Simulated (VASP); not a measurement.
Write the native input for VASP 6.6.1 that does the following.

* Task: single point
* Functional: PBE
* Potentials or basis: VASP PAW PBE potentials, release 64 (Co_sv)
* Cutoff: 600 eV
* k mesh: 6 × 6 × 6
* Occupations: gaussian, width 0.1 eV
* Spin: collinear spin, ferromagnetic start
* Starting moments: [3.0, 3.0, 3.0] μB
* Dipole correction: no
* Further INCAR settings: ALGO = Normal; EDIFF = 1e-06; NBANDS = 36

The structure of Co lies in POSCAR:

```
Co
1.0
    3.4833491120      0.0000000000      0.0000000000
   -1.7416745560      3.0166688212      0.0000000000
    0.0000000000      0.0000000000      2.9692852562
Co
3
Direct
    0.3333333333      0.6666666667      0.5000000000
    0.0000000000      0.0000000000      0.0000000000
    0.6666666667      0.3333333333      0.5000000000
```

This isn't the form of Co at room conditions, which is hcp.

These files were run (other wordings do the same):

INCAR

```
PREC = Accurate ; ENCUT = 600
EDIFF = 1E-6 ; ISMEAR = 0
SIGMA = 0.1 ; LREAL = False
LASPH = True ; NELM = 200
ALGO = Normal ; ISIF = 2
LWAVE = False ; LCHARG = False
ISPIN = 2 ; MAGMOM = 3 3 3
LORBIT = 11 ; LMAXMIX = 4
GGA = PE ; NBANDS = 36
GGA_COMPAT = False
```

KPOINTS

```
regular mesh
0
Gamma
  6 6 6
```

Potentials or basis: VASP PAW PBE potentials, release 64 (Co_sv).

The run is started by

```console
$ cat potpaw_PBE.64/Co_sv/POTCAR > POTCAR
$ mpirun -np 1 vasp_std > vasp.out
```

Results of the run:

| Property | Result |
| --- | --- |
| Pressure | 37.7 GPa |
| Net moment | 4.69 μB per cell |
| Site moments | Co +1.46, +1.84 (each value once) μB |
| Valence electrons inside the program's atomic spheres | Co 15.28, 15.05 (each value once) |

Caveat: the cell stands under pressure.

Run time: 110 s on 1 thread of AMD EPYC 7R43 64-Core Processor (Zen 3), on a shared host, peak memory 0.15 GiB.
